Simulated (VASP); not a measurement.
# CaF2 (Fm-3m) in VASP: a series of runs

The runs below take CaF2 through single point, with PBE, r2SCAN.

Everything below comes from runs of VASP 6.6.1. Logs are shortened: lines on timing, memory, paths and dates and some standing lists are left out, and cuts for length are marked.

## Step 1: The cell of the first run

Symmetry: Fm-3m, No. 225, cubic system. The conventional cell has a = 5.454 Å, b = 5.454 Å, c = 5.454 Å, α = 90.00°, β = 90.00°, γ = 90.00°. Ca (site symmetry m-3m) has 8 F at 2.36 Å within 3.1 Å. Within 3.1 Å of F (site symmetry -43m) lie 4 Ca at 2.36 Å and 6 F at 2.73 Å.

## Step 2: Single point, PBE (13.52 Å³/atom)

INCAR

```
SYSTEM = CaF2
ALGO     = Normal         ! electronic algorithm
EDIFF    = 1E-6           ! SCF threshold, eV
ENCUT    = 600            ! plane-wave cutoff, eV
GGA      = PE             ! functional
GGA_COMPAT= .FALSE.      
ISIF     = 2              ! what is computed and relaxed
ISMEAR   = 0              ! smearing method
LASPH    = .TRUE.         ! aspherical terms in the spheres
LCHARG   = .FALSE.        ! write CHGCAR
LREAL    = .FALSE.        ! projectors in reciprocal space
LWAVE    = .FALSE.        ! write WAVECAR
NBANDS   = 19             ! bands
NELM     = 120            ! most SCF steps
PREC     = Accurate       ! precision mode
SIGMA    = 0.01           ! smearing width, eV
```

KPOINTS

```
k-points
0
G
  6 6 6
  0 0 0
```

POSCAR

```
CaF2
1.0
    0.0000000000      2.7270904668      2.7270904668
    2.7270904668      0.0000000000      2.7270904668
    2.7270904668      2.7270904668      0.0000000000
Ca F
1 2
Direct
    0.0000000000      0.0000000000      0.0000000000
    0.2500000000      0.2500000000      0.2500000000
    0.7500000000      0.7500000000      0.7500000000
```

Potentials or basis: VASP PAW PBE potentials, release 64 (Ca_sv, F).

The run is started by

```sh
cat potpaw_PBE.64/Ca_sv/POTCAR potpaw_PBE.64/F/POTCAR > POTCAR
mpirun -np 1 vasp_std > vasp.out
```

OUTCAR:

```text
SYSTEM = CaF2
   EDIFF = 1E-6
   ENCUT = 600
   GGA = PE
   ISIF = 2
   ISMEAR = 0
   LASPH = .TRUE.
   LREAL = .FALSE.
   NELM = 120
   PREC = Accurate

 ion  position               nearest neighbor table
   1  0.000  0.000  0.000-   3 2.36   3 2.36   3 2.36   2 2.36   3 2.36   2 2.36   2 2.36   2 2.36

   2  0.250  0.250  0.250-   1 2.36   1 2.36   1 2.36   1 2.36
   3  0.750  0.750  0.750-   1 2.36   1 2.36   1 2.36   1 2.36

  LATTYP: Found a face centered cubic cell.
 ALAT       =     5.4541809336

  Lattice vectors:

 A1 = (   0.0000000000,   2.7270904668,   2.7270904668)
 A2 = (   2.7270904668,   0.0000000000,   2.7270904668)
 A3 = (   2.7270904668,   2.7270904668,   0.0000000000)

Analysis of symmetry for initial positions (statically):
=====================================================================
 Subroutine PRICEL returns:
 Original cell was already a primitive cell.

 Routine SETGRP: Setting up the symmetry group for a
 face centered cubic supercell.

 Subroutine GETGRP returns: Found 48 space group operations
 (whereof 48 operations were pure point group operations)
 out of a pool of 48 trial point group operations.

The static configuration has the point symmetry O_h .

Analysis of symmetry for dynamics (positions and initial velocities):
=====================================================================
 Subroutine PRICEL returns:
 Original cell was already a primitive cell.

 Routine SETGRP: Setting up the symmetry group for a
 face centered cubic supercell.

 Subroutine GETGRP returns: Found 48 space group operations
 (whereof 48 operations were pure point group operations)
 out of a pool of 48 trial point group operations.

The dynamic configuration has the point symmetry O_h .

 Subroutine INISYM returns: Found 48 space group operations
 (whereof 48 operations are pure point group operations),
 and found     1 'primitive' translations

----------------------------------------------------------------------------------------

                                     Primitive cell

  volume of cell :      40.5629

  direct lattice vectors                    reciprocal lattice vectors
     0.000000000  2.727090467  2.727090467    -0.183345586  0.183345586  0.183345586
     2.727090467  0.000000000  2.727090467     0.183345586 -0.183345586  0.183345586
     2.727090467  2.727090467  0.000000000     0.183345586  0.183345586 -0.183345586

  length of vectors
     3.856688324  3.856688324  3.856688324     0.317563870  0.317563870  0.317563870

  position of ions in fractional coordinates (direct lattice)
     0.000000000  0.000000000  0.000000000
     0.250000000  0.250000000  0.250000000
     0.750000000  0.750000000  0.750000000

  ion indices of the primitive-cell ions
   primitive index   ion index
                 1           1
                 2           2
                 3           3

----------------------------------------------------------------------------------------

 KPOINTS: k-points

Automatic generation of k-mesh.
 Grid dimensions read from file:
 generate k-points for:    6    6    6

 Generating k-lattice:

  Cartesian coordinates                     Fractional coordinates (reciprocal lattice)
    -0.030557598  0.030557598  0.030557598     0.166666667  0.000000000  0.000000000
     0.030557598 -0.030557598  0.030557598     0.000000000  0.166666667  0.000000000
     0.030557598  0.030557598 -0.030557598     0.000000000  0.000000000  0.166666667

  Length of vectors
     0.052927312  0.052927312  0.052927312

  Shift w.r.t. Gamma in fractional coordinates (k-lattice)
     0.000000000  0.000000000  0.000000000

 Subroutine IBZKPT returns following result:
 ===========================================

 Found     16 irreducible k-points:

 Following reciprocal coordinates:
            Coordinates               Weight
  0.000000  0.000000  0.000000      1.000000
  0.166667  0.000000  0.000000      8.000000
  0.333333  0.000000  0.000000      8.000000
  0.500000  0.000000  0.000000      4.000000
  0.166667  0.166667  0.000000      6.000000
  0.333333  0.166667  0.000000     24.000000
[... 8 lines left out ...]
 -0.333333  0.333333  0.166667     24.000000
 -0.333333  0.500000  0.166667     12.000000
   k-points           NKPTS =     16   k-points in BZ     NKDIM =     16   number of bands    NBANDS=     19
   number of dos      NEDOS =    301   number of ions     NIONS =      3
   total plane-waves  NPLWV =  32768
   dimension x,y,z NGX =    32 NGY =   32 NGZ =   32
   dimension x,y,z NGXF=    64 NGYF=   64 NGZF=   64
   ions per type =               1   2
   NGX,Y,Z   is equivalent  to a cutoff of  13.79, 13.79, 13.79 a.u.
   NGXF,Y,Z  is equivalent  to a cutoff of  27.59, 27.59, 27.59 a.u.
 SYSTEM =  CaF2
   PREC   = accura    normal or accurate (medium, high low for compatibility)
   ISTART =      0    job   : 0-new  1-cont  2-samecut
   ICHARG =      2    charge: 1-file 2-atom 10-const
   ISPIN  =      1    spin polarized calculation?
   LNONCOLLINEAR =      F non collinear calculations
   LSORBIT =      F    spin-orbit coupling
   LASPH  =      T    aspherical Exc in radial PAW
   ENCUT  =  600.0 eV  44.10 Ry    6.64 a.u.   7.70  7.70  7.70*2*pi/ulx,y,z
   NELM   =    120;   NELMIN=  2; NELMDL= -5     # of ELM steps
   EDIFF  = 0.1E-05   stopping-criterion for ELM
   LREAL  =      F    real-space projection
   EDIFFG = 0.1E-04   stopping-criterion for IOM
   NSW    =      0    number of steps for IOM
   IBRION =     -1    ionic relax: 0-MD 1-quasi-New 2-CG
   NFREE  =      0    steps in history (QN), initial steepest desc. (CG)
   ISIF   =      2    stress and relaxation
   ISYM   =      2    0-nonsym 1-usesym 2-fastsym
   POTIM  = 0.5000    time-step for ionic-motion
   TEBEG  =    0.0;   TEEND  =   0.0 temperature during run
   PSTRESS=    0.0 pullay stress
   NELECT =      24.0000    total number of electrons
   NUPDOWN=      -1.0000    fix difference up-down
   EMIN   =  10.00;   EMAX   =-10.00  energy-range for DOS
   EFERMI =   0.00;   METHOD = LEGACY
   ISMEAR =     0;   SIGMA  =   0.01  broadening in eV -4-tet -1-fermi 0-gaus
   EFERMI_NEDOS =   21; number of points for ismear=-14 and -15
   IALGO  =     38    algorithm
   IMIX   =      4    mixing-type and parameters
     AMIX     =   0.40;   BMIX     =  1.00
     AMIX_MAG =   1.60;   BMIX_MAG =  1.00
  volume/ion in A,a.u.               =      13.52        91.24
  Fermi-wavevector in a.u.,A,eV,Ry     =   1.374366  2.597175 25.699794  1.888882
  Thomas-Fermi vector in A             =   2.499799
   LORBIT       =      0    0 simple, 1 ext, 2 COOP (PROOUT), +10 PAW based schemes
   GGA     = PE    functional components
   LHFCALC =     F    Hartree Fock is set to
   AEXX    =    0.0000 exact exchange contribution
   IVDW    =     0    specifies the selected vdW correction
   LEPSILON=     F    determine dielectric tensor
   LRPA    =     F    only Hartree local field effects (RPA)
 non-spin polarized calculation
 Gauss-broadening in eV      SIGMA  =   0.01
  energy-cutoff  :      600.00
  volume of cell :       40.56
 maximum number of plane-waves:      1363
   NGX = 15   NGY = 15   NGZ = 15

 number of electron      23.9999988 magnetization

 Free energy of the ion-electron system (eV)
  ---------------------------------------------------
  ext. energy  EPLUGINS =         0.00000000
  ---------------------------------------------------
  free energy    TOTEN  =       -17.33009368 eV

  energy without entropy =      -17.33009368  energy(sigma->0) =      -17.33009368

 E-fermi :  -0.8883     XC(G=0):  -9.6527

 val. band max:       -0.9486902073   @ k =   0.5000   0.5000   0.0000
 cond. band min:       6.3570978558   @ k =   0.0000   0.0000   0.0000
 fundamental gap:      7.3057880632
 Fermi energy:        -0.8883108107

 k-point     1 :       0.0000    0.0000    0.0000
  band No.  band energies     occupation
      1     -36.9517      2.00000
      2     -20.8940      2.00000
      3     -20.1158      2.00000
      4     -17.8910      2.00000
      5     -17.8910      2.00000
      6     -17.8910      2.00000
[... 11 lines left out ...]
     18      10.3130      0.00000
     19      16.0372      0.00000

 k-point     2 :       0.1667    0.0000    0.0000
  band No.  band energies     occupation
      1     -36.9431      2.00000
      2     -20.9575      2.00000
      3     -20.1886      2.00000
      4     -17.9017      2.00000
      5     -17.9017      2.00000
      6     -17.7722      2.00000
[... 11 lines left out ...]
     18      10.2441      0.00000
     19      14.9014      0.00000

 k-point     3 :       0.3333    0.0000    0.0000
  band No.  band energies     occupation
      1     -36.9260      2.00000
      2     -21.0230      2.00000
      3     -20.4006      2.00000
      4     -17.9229      2.00000
      5     -17.9229      2.00000
      6     -17.5223      2.00000
[... 11 lines left out ...]
     18      10.1068      0.00000
     19      13.3296      0.00000

 k-point     4 :       0.5000    0.0000    0.0000
  band No.  band energies     occupation
      1     -36.9174      2.00000
      2     -21.0172      2.00000
      3     -20.5446      2.00000
      4     -17.9335      2.00000
      5     -17.9335      2.00000
      6     -17.3940      2.00000
[... 231 lines left out ...]
     18      11.0648      0.00000
     19      14.3859      0.00000

 k-point    15 :      -0.3333    0.3333    0.1667
  band No.  band energies     occupation
      1     -36.9089      2.00000
      2     -20.9128      2.00000
      3     -20.8002      2.00000
      4     -17.9769      2.00000
      5     -17.6417      2.00000
      6     -17.5184      2.00000
[... 11 lines left out ...]
     18      12.3523      0.00000
     19      13.6766      0.00000

 k-point    16 :      -0.3333    0.5000    0.1667
  band No.  band energies     occupation
      1     -36.9061      2.00000
      2     -21.0598      2.00000
      3     -20.6671      2.00000
      4     -17.9988      2.00000
      5     -17.7564      2.00000
      6     -17.3767      2.00000
[... 11 lines left out ...]
     18      13.6238      0.00000
     19      13.6828      0.00000

------------------------ aborting loop because EDIFF is reached ----------------------------------------

  FORCE on cell =-STRESS in cart. coord.  units (eV):
  Direction    XX          YY          ZZ          XY          YZ          ZX
  --------------------------------------------------------------------------------------
  -------------------------------------------------------------------------------------
  Total        0.7130542      0.7130542      0.7130542     -0.0000000      0.0000000     -0.0000000
  in kB       28.1646601     28.1646601     28.1646601     -0.0000000      0.0000000     -0.0000000
  external PRESSURE =      28.1646601 kB  Pullay stress =       0.0000000 kB

 VOLUME and BASIS-vectors are now :
 -----------------------------------------------------------------------------
  energy-cutoff  :      600.00
  volume of cell :       40.56
      direct lattice vectors                 reciprocal lattice vectors
     0.000000000  2.727090467  2.727090467    -0.183345586  0.183345586  0.183345586
     2.727090467  0.000000000  2.727090467     0.183345586 -0.183345586  0.183345586
     2.727090467  2.727090467  0.000000000     0.183345586  0.183345586 -0.183345586

 POSITION                                       TOTAL-FORCE (eV/Angst)
 -----------------------------------------------------------------------------------
      0.00000      0.00000      0.00000        -0.000000      0.000000     -0.000000
      1.36355      1.36355      1.36355        -0.000000     -0.000000     -0.000000
      4.09064      4.09064      4.09064         0.000000      0.000000      0.000000
 -----------------------------------------------------------------------------------
    total drift:                                0.000000     -0.000000      0.000000

  FREE ENERGIE OF THE ION-ELECTRON SYSTEM (eV)
  ---------------------------------------------------
  free  energy   TOTEN  =       -17.3300936773 eV

  energy  without entropy=      -17.3300936773  energy(sigma->0) =      -17.33009368
```

Run time: 19 s. Hardware: 1 thread of Intel Xeon 8259CL, shared host; peak memory 0.17 GiB.

What came out:

- Free energy: -17.3301 eV
- Pressure: 2.8 GPa
- Band gap on the k mesh: 7.31 eV (least direct gap 7.56 eV)

(Part 1 of 2 ends here.)
